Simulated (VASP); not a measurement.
A run of VASP 6.6.1 is set up as follows.

File POSCAR:

```
Sr
1.0
    4.1073486883      0.0000000000      0.0000000000
   -2.0536743442      3.5570683063      0.0000000000
    0.0000000000      0.0000000000      6.8252159803
Sr
2
Direct
    0.3333333333      0.6666666667      0.2500000000
    0.6666666667      0.3333333333      0.7500000000
```

The input INCAR.step1:

```
  ALGO = Normal
  EDIFF = 1E-4
  ENCUT = 520
  GGA = PE
  ISMEAR = 0
  LASPH = True
  LCHARG = False
  LREAL = False
  LWAVE = True
  NBANDS = 17
  NELM = 100
  PREC = Accurate
  SIGMA = 0.1
```

File INCAR.step2:

```
  ALGO = Normal
  EDIFF = 1E-6
  ENCUT = 520
  ISIF = 2
  ISMEAR = 0
  ISTART = 1
  LASPH = True
  LCHARG = False
  LMIXTAU = True
  LREAL = False
  LWAVE = False
  METAGGA = R2SCAN
  NBANDS = 17
  NELM = 100
  PREC = Accurate
  SIGMA = 0.1
```

File KPOINTS:

```
k-points
0
Gamma
  12 12 6
```

Potentials or basis: VASP PAW PBE potentials, release 64 (Sr_sv).

Run with:

```sh
$ cat potpaw_PBE.64/Sr_sv/POTCAR > POTCAR
$ cp INCAR.step1 INCAR
$ mpirun -np 1 vasp_std > vasp.out
$ cp INCAR.step2 INCAR
$ mpirun -np 1 vasp_std > vasp.out
```

**Question.** What does it give for the band gap on the k mesh?

**Answer.** Zero (band 10 reaches 2.12 eV, above the bottom of band 11 at 1.86 eV).

**Question.** Estimate the pressure.

**Answer.** 2.0 GPa.

Caveat: the PAW data sets were made with another functional, which shifts forces and pressure a little.
